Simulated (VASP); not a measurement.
Write the native input for VASP 6.6.1 that does the following.

```
Task                   : single point
Functional             : r2SCAN
Potentials or basis    : VASP PAW PBE potentials, release 64 (Ca_sv, Se)
Cutoff                 : 520 eV
k mesh                 : 6 × 6 × 4
Occupations            : gaussian, width 0.01 eV
Spin                   : no spin polarisation
Dipole correction      : no
Further INCAR settings : ALGO = Normal; EDIFF = 1e-07; NBANDS = 24
```

The system is CaSe.

```
CELL_PARAMETERS angstrom
5.10377 0.00000 0.00000
-2.55189 4.41999 0.00000
0.00000 0.00000 5.99097
ATOMIC_POSITIONS crystal
Ca 0.33333 0.66667 0.93750
Ca 0.66667 0.33333 0.43750
Se 0.33333 0.66667 0.43750
Se 0.66667 0.33333 0.93750
```

This cell differs from its parent crystal: volume changed by +6%.

One way to write it, as run:

POSCAR

```
CaSe
1.0
    5.1037705536      0.0000000000      0.0000000000
   -2.5518852768      4.4199949545      0.0000000000
    0.0000000000      0.0000000000      5.9909719647
Ca Se
2 2
Direct
    0.3333333333      0.6666666667     -0.0624992787
    0.6666666667      0.3333333333      0.4375007213
    0.3333333333      0.6666666667      0.4374992787
    0.6666666667      0.3333333333      0.9374992787
```

INCAR.step1

```
  PREC = Accurate
  ENCUT = 520
  ISMEAR = 0
  SIGMA = 0.01
  LREAL = F
  LASPH = T
  NELM = 100
  NBANDS = 24
  GGA = PE
  ALGO = Normal
  EDIFF = 1E-4
  LWAVE = T
  LCHARG = F
```

INCAR.step2

```
  PREC = Accurate
  ENCUT = 520
  EDIFF = 1E-7
  ISMEAR = 0
  SIGMA = 0.01
  LREAL = F
  LASPH = T
  NELM = 100
  ALGO = Normal
  ISIF = 2
  LWAVE = F
  LCHARG = T
  METAGGA = R2SCAN
  LMIXTAU = T
  LELF = T
  LVHAR = T
  NBANDS = 24
  ISTART = 1
```

KPOINTS

```
regular mesh
0
Gamma
  6 6 4
```

Potentials or basis: VASP PAW PBE potentials, release 64 (Ca_sv, Se).

Run with:

```bash
$ cat potpaw_PBE.64/Ca_sv/POTCAR potpaw_PBE.64/Se/POTCAR > POTCAR
$ cp INCAR.step1 INCAR
$ mpirun -np 1 vasp_std > vasp.out
$ cp INCAR.step2 INCAR
$ mpirun -np 1 vasp_std > vasp.out
```

Results of the run:

```json
{
  "Pressure": "-1.9 GPa",
  "Band gap on the k mesh": "2.93 eV, direct"
}
```

Caveat: the PAW data sets were made with another functional, which shifts forces and pressure a little.

Run time: 3.5 min on 1 thread of AMD EPYC 9R45 96-Core Processor (Zen 5), with other jobs on the host, peak memory 0.29 GiB.
